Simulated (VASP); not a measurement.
Input of a VASP 6.6.1 run:

Contents of INCAR:

```
ALGO     = Normal         # electronic algorithm
EDIFF    = 1E-7           # SCF threshold, eV
ENCUT    = 520            # plane-wave cutoff, eV
GGA      = PE             # functional
ISIF     = 2              # what is computed and relaxed
ISMEAR   = 0              # smearing method
LASPH    = T              # aspherical terms in the spheres
LCHARG   = F              # write CHGCAR
LREAL    = Auto         
LWAVE    = F              # write WAVECAR
NBANDS   = 54             # bands
NELM     = 60             # most SCF steps
PREC     = Accurate       # precision mode
SIGMA    = 0.05           # smearing width, eV
```

Contents of KPOINTS:

```
k-points
0
Gamma
  1 1 6
```

File POSCAR:

```
BH3N
1.0
   14.0000000000      0.0000000000      0.0000000000
    0.0000000000     13.8000000000      0.0000000000
    0.0000000000      0.0000000000      6.2781594097
B N H
6 6 18
Direct
    0.5471249581      0.5000000000      0.0000000000
    0.4414266464      0.5000000000      0.3333333333
    0.3885774905      0.4071359476      0.0000000000
    0.5999741140      0.4071359476      0.3333333333
    0.4942758022      0.5928640524      0.6666666667
    0.4942758022      0.4071359476      0.6666666667
    0.5471249581      0.5000000000      0.2500000000
    0.4414266464      0.5000000000      0.5833333333
    0.3885774905      0.4071359476      0.2500000000
    0.5999741140      0.4071359476      0.5833333333
    0.4942758022      0.5928640524      0.9166666667
    0.4942758022      0.4071359476      0.9166666667
    0.6272637266      0.5000000000      0.9368180002
    0.5814701446      0.5603497473      0.3041559998
    0.4013572621      0.5704080385      0.2701513335
    0.3727362734      0.5000000000      0.6374893332
    0.3485081063      0.4775439861      0.9368180002
    0.3485081063      0.3367279091      0.9368180002
    0.5599047297      0.3367279091      0.2701513335
    0.6801128825      0.4071359476      0.2701513335
    0.4542064180      0.6632720909      0.6034846669
    0.5744145708      0.5928640524      0.6034846669
    0.4229226770      0.3467862003      0.3041559998
    0.3198871175      0.4071359476      0.3041559998
    0.6343193005      0.3467862003      0.6374893332
    0.6343193005      0.4674856949      0.6374893332
    0.5286209888      0.6532137997      0.9708226665
    0.4255854292      0.5928640524      0.9708226665
    0.4542064180      0.3367279091      0.6034846669
    0.5286209888      0.3467862003      0.9708226665
```

Potentials or basis: VASP PAW PBE potentials, release 64 (B, N, H).

The run is started by

```sh
$ cat potpaw_PBE.64/B/POTCAR potpaw_PBE.64/N/POTCAR potpaw_PBE.64/H/POTCAR > POTCAR
$ mpirun -np 1 vasp_std > vasp.out
```

**Question.** What does it give for the band gap on the k mesh?

**Answer.** 5.32 eV (least direct gap 5.43 eV).

**Question.** Predict the largest force.

**Answer.** 1.117 eV/Å.

Forces in eV/Å, atoms in the order of the input:
```
B    0.086 -0.188  0.659
B    0.117  0.171  0.659
B    0.006 -0.764 -0.156
B    0.654  0.389 -0.156
B   -0.668  0.374 -0.155
B   -0.211  0.016  0.660
N   -0.666 -0.880 -0.154
N    1.097 -0.140 -0.153
N    0.242  0.674 -0.374
N   -0.700 -0.129 -0.376
N    0.464 -0.544 -0.375
N   -0.424  1.019 -0.154
H    0.634  0.267 -0.101
H   -0.025  0.085  0.043
H   -0.546  0.414 -0.101
H   -0.062 -0.064  0.043
H   -0.439  0.529 -0.002
H   -0.349 -0.578 -0.212
H   -0.238 -0.645 -0.002
H    0.679 -0.014 -0.212
H   -0.326  0.592 -0.212
H    0.680  0.116 -0.002
H   -0.165 -0.212  0.263
H   -0.005 -0.160  0.033
H    0.140  0.076  0.034
H    0.264 -0.036  0.264
H   -0.137  0.084  0.033
H   -0.102  0.247  0.263
H   -0.085 -0.680 -0.101
H    0.085 -0.022  0.043
```
